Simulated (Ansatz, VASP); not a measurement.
## Two plane-wave programs on Ta

INCAR

```
  PREC = Accurate
  ENCUT = 520
  EDIFF = 1E-6
  ISMEAR = 0
  SIGMA = 0.15
  LREAL = False
  LASPH = True
  NELM = 80
  ALGO = Fast
  ISIF = 2
  LWAVE = False
  LCHARG = False
  GGA = PE
  NBANDS = 12
```

The input KPOINTS:

```
regular mesh
0
Gamma
  20 20 20
```

The input POSCAR:

```
Ta
1.0
   -1.5839603342      1.5839603342      1.7851232966
    1.5839603342     -1.5839603342      1.7851232966
    1.5839603342      1.5839603342     -1.7851232966
Ta
1
Direct
    0.0000000000      0.0000000000      0.0000000000
```

Input for Ansatz:

```yaml
crystal:
  lattice:
    - [-1.5839603342, 1.5839603342, 1.7851232966]
    - [1.5839603342, -1.5839603342, 1.7851232966]
    - [1.5839603342, 1.5839603342, -1.7851232966]
  atoms:
    - { symbol: Ta, position: [0.0, 0.0, 0.0] }
basis:
  ecutwfc: 420
kpoints:
  mp_grid: { grid: [20, 20, 20] }
hamiltonian:
  xc: pbe
  pseudopotentials: { kind: paw, azcp: { folder: soft_1 } }
scf:
  occupations: { method: gaussian, width: 0.15 }
output:
  forces: true
  stress: true
  eigenvalues: true
```

Alike in both runs: task single point; functional PBE; k mesh 20 × 20 × 20; occupations gaussian, width 0.15 eV; no spin polarisation.

|  | VASP | Ansatz |
| --- | --- | --- |
| version | VASP 6.6.1 | Ansatz 0.2.0 |
| potentials or method | VASP PAW PBE potentials, release 64 (Ta_pv), cutoff 520 eV | scalar-relativistic, plane waves, PAW |
| valence electrons in the cell | 11 | 13 |

|  | VASP | Ansatz | Ansatz less VASP |
| --- | --- | --- | --- |
| gap on the k mesh at the Fermi level (eV) | none | none | - |
| pressure (GPa) | 5.5 | 5.4 | -0.11 |
| traceless stress, the component that is largest in VASP (GPa) | -7.87 | -7.87 | 0.000 |

A gap of «none» marks a metal or a gap that the smearing closes. VASP's potentials hold 11 valence electrons a cell and Ansatz's 13, so a difference there can come from the potentials and not from the codes.

Neither program's run includes spin-orbit coupling.
